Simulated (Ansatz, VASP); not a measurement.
**La: VASP beside Ansatz**

File INCAR:

```
ALGO     = Normal         # electronic algorithm
EDIFF    = 1E-6           # SCF threshold, eV
ENCUT    = 520            # plane-wave cutoff, eV
GGA      = PS             # functional
ISIF     = 2              # what is computed and relaxed
ISMEAR   = -1             # smearing method
LASPH    = T              # aspherical terms in the spheres
LCHARG   = F              # write CHGCAR
LREAL    = F              # projectors in reciprocal space
LWAVE    = F              # write WAVECAR
NBANDS   = 12             # bands
NELM     = 60             # most SCF steps
PREC     = Accurate       # precision mode
SIGMA    = 0.1            # smearing width, eV
```

File KPOINTS:

```
k-points
0
Gamma
  12 12 12
```

Contents of POSCAR:

```
La
1.0
    0.0000000000      2.5711697262      2.5711697262
    2.5711697262      0.0000000000      2.5711697262
    2.5711697262      2.5711697262      0.0000000000
La
1
Direct
    0.0000000000      0.0000000000      0.0000000000
```

Input for Ansatz:

```yaml
crystal:
  lattice:
    - [0.0, 2.5711697262, 2.5711697262]
    - [2.5711697262, 0.0, 2.5711697262]
    - [2.5711697262, 2.5711697262, 0.0]
  atoms:
    - { symbol: La, position: [0.0, 0.0, 0.0] }
hamiltonian:
  xc: pbesol
  pseudopotentials:
    kind: paw
    azcp:
      La: "pseudopotentials/La.paw.azcp"
basis:
  ecutwfc: 420
  fft_grid_basis: typed
kpoints:
  mp_grid: { grid: [12, 12, 12], shift: [0, 0, 0] }
magnetization:
  spin_polarized: false
scf:
  occupations: { method: fermi_dirac, width: 0.1 }
  lower_state_search: "off"
output:
  stress: true
```

Alike in both runs: task single point; functional PBEsol; k mesh 12 × 12 × 12; occupations fermi-dirac, width 0.1 eV; no spin polarisation.

|  | VASP | Ansatz |
| --- | --- | --- |
| version | VASP 6.6.1 | Ansatz 0.2.0 |
| potentials or method | VASP PAW PBE potentials, release 64 (La), cutoff 520 eV | plane waves (420 eV) with PAW, scalar-relativistic |
| valence electrons in the cell | 11 | 11 |

VASP gave:

* pressure (GPa): -0.1

Question: Which values does Ansatz return?

Answer: Pressure (GPa): -0.2.

VASP's potentials were made for PBE, not for PBEsol, and Ansatz warns of the same on its side.

Neither program's run includes spin-orbit coupling.
